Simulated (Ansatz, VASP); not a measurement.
## One calculation of NaI, two programs

The input INCAR:

```
PREC = Accurate ; ENCUT = 520
EDIFF = 1E-6 ; ISMEAR = 0
SIGMA = 0.05 ; LREAL = F
LASPH = T ; NELM = 60
ALGO = Normal ; ISIF = 2
LWAVE = F ; LCHARG = F
GGA = CA ; NBANDS = 14
```

File KPOINTS:

```
regular mesh
0
Gamma
  8 8 8
```

POSCAR

```
NaI
1.0
    0.0000000000      2.8834497633      4.0771979653
    2.8834497633      0.0000000000      4.0771979653
    2.8834497633      2.8834497633      0.0000000000
Na I
1 1
Direct
    0.0000000000      0.0000000000      0.0000000000
    0.5000000000      0.5000000000      0.5000000000
```

Input for Ansatz:

```yaml
crystal:
  lattice:
    - [0.0, 2.8834497633, 4.0771979653]
    - [2.8834497633, 0.0, 4.0771979653]
    - [2.8834497633, 2.8834497633, 0.0]
  atoms:
    - { symbol: Na, position: [0.0, 0.0, 0.0] }
    - { symbol: I, position: [0.5, 0.5, 0.5] }
basis:
  ecutwfc: 420
kpoints:
  mp_grid: { grid: [8, 8, 8] }
hamiltonian:
  xc: lda
scf:
  occupations: { method: gaussian, width: 0.05 }
output:
  forces: true
  stress: true
  eigenvalues: true
```

Alike in both runs: task single point; functional LDA; k mesh 8 × 8 × 8; occupations gaussian, width 0.05 eV; no spin polarisation.

|  | VASP | Ansatz |
| --- | --- | --- |
| version | VASP 6.6.1 | Ansatz 0.2.0 |
| potentials or method | VASP PAW LDA potentials, release 64 (Na_pv, I), cutoff 520 eV | scalar-relativistic, plane waves, PAW |
| valence electrons in the cell | 14 | 26 |

|  | VASP | Ansatz | Ansatz less VASP |
| --- | --- | --- | --- |
| gap on the k mesh at the Fermi level (eV) | 3.44 | 3.44 | -0.007 |
| least direct gap on the mesh (eV) | 3.51 | 3.50 | -0.006 |
| pressure (GPa) | 2.5 | 2.4 | -0.06 |
| traceless stress, the component that is largest in VASP (GPa) | -4.38 | -4.33 | +0.053 |

LDA's correlation is that of Perdew and Zunger in VASP and of Perdew and Wang (1992) in Ansatz. VASP's potentials hold 14 valence electrons a cell and Ansatz's 26, so a difference there can come from the potentials and not from the codes.

Spin-orbit coupling is off throughout.
